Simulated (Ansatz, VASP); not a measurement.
## Mg in VASP and in Ansatz

INCAR

```
PREC = Accurate
ENCUT = 520
EDIFF = 1E-8
ISMEAR = -1
SIGMA = 0.03
LREAL = False
LASPH = True
NELM = 100
ALGO = Normal
ISIF = 2
LWAVE = False
LCHARG = False
GGA = CA
LEFG = True
NBANDS = 7
```

KPOINTS

```
regular mesh
0
Gamma
  16 16 16
```

POSCAR

```
Mg
1.0
    0.0000000000      2.1769283200      2.2442560000
    2.1769283200      0.0000000000      2.2442560000
    2.1769283200      2.1769283200      0.0000000000
Mg
1
Direct
    0.0000000000      0.0000000000      0.0000000000
```

Input for Ansatz:

```yaml
crystal:
  lattice:
    - [0.0, 2.17692832, 2.244256]
    - [2.17692832, 0.0, 2.244256]
    - [2.17692832, 2.17692832, 0.0]
  atoms:
    - { symbol: Mg, position: [0.0, 0.0, 0.0] }
kpoints:
  mp_grid: { grid: [16, 16, 16] }
scf:
  occupations: { method: fermi_dirac, width: 0.03 }
hamiltonian:
  xc: lda
  pseudopotentials: { kind: all_electron, datasets: crystal }
output:
  forces: true
  stress: true
  eigenvalues: true
  efg: { contact_densities: true }
```

Change from the starting cell: equal xx and yy strain of -3 %, crystal datasets.

Alike in both runs: task electric field gradients; functional LDA; k mesh 16 × 16 × 16; occupations fermi-dirac, width 0.03 eV; no spin polarisation.

|  | VASP | Ansatz |
| --- | --- | --- |
| version | VASP 6.6.1 | Ansatz 0.2.0 |
| potentials or method | VASP PAW LDA potentials, release 64 (Mg), cutoff 520 eV | all-electron PAW with datasets made for the crystal, scalar-relativistic |

```csv
,VASP,Ansatz,Ansatz less VASP
pressure (GPa),0.6,1.0,+0.35
"traceless stress, the component that is largest in VASP (GPa)",-0.05,-0.06,-0.005
size of Vzz on the site where it differs most (V/Å²),1.1,1.4,+0.28
```

LDA's correlation is that of Perdew and Zunger in VASP and of Perdew and Wang (1992) in Ansatz. Ansatz ran all-electron here, and VASP with PAW potentials.
